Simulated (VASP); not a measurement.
Write the native input for VASP 6.6.1 that does the following.

- Task: single point
- Functional: PBEsol
- Potentials or basis: VASP PAW PBE potentials, release 64 (Pt)
- Cutoff: 520 eV
- k mesh: 11 × 11 × 6
- Occupations: fermi-dirac, width 0.05 eV
- Spin: no spin polarisation
- Dipole correction: no
- Further INCAR settings: ALGO = Normal; EDIFF = 1e-06; NBANDS = 17

The structure of Pt lies in POSCAR:

```
Pt
1.0
    2.7184934023      0.0000000000      0.0000000000
   -1.3592467011      2.3542843464      0.0000000000
    0.0000000000      0.0000000000      4.6504083906
Pt
2
Direct
    0.3333333333      0.6666666667      0.2500000000
    0.6666666667      0.3333333333      0.7500000000
```

The input as run:

INCAR

```
  PREC = Accurate
  ENCUT = 520
  EDIFF = 1E-6
  ISMEAR = -1
  SIGMA = 0.05
  LREAL = F
  LASPH = T
  NELM = 80
  ALGO = Normal
  ISIF = 2
  LWAVE = F
  LCHARG = F
  GGA = PS
  NBANDS = 17
```

KPOINTS

```
regular mesh
0
Gamma
  11 11 6
```

Potentials or basis: VASP PAW PBE potentials, release 64 (Pt).

Run with:

```sh
$ cat potpaw_PBE.64/Pt/POTCAR > POTCAR
$ mpirun -np 1 vasp_std > vasp.out
```

Results of the run:

```
Pressure               : 4.6 GPa
Band gap on the k mesh : zero (band 10 reaches 11.74 eV, above the bottom of band 11 at 10.44 eV)
```

Caveat: the PAW data sets were made with another functional, which shifts forces and pressure a little; spin-orbit coupling is left out, which moves the levels of the heavy elements.

It took 19 s on 1 thread of Intel(R) Xeon(R) Platinum 8259CL CPU @ 2.50GHz (Skylake/Cascade Lake), on a shared host, peak memory 0.16 GiB.
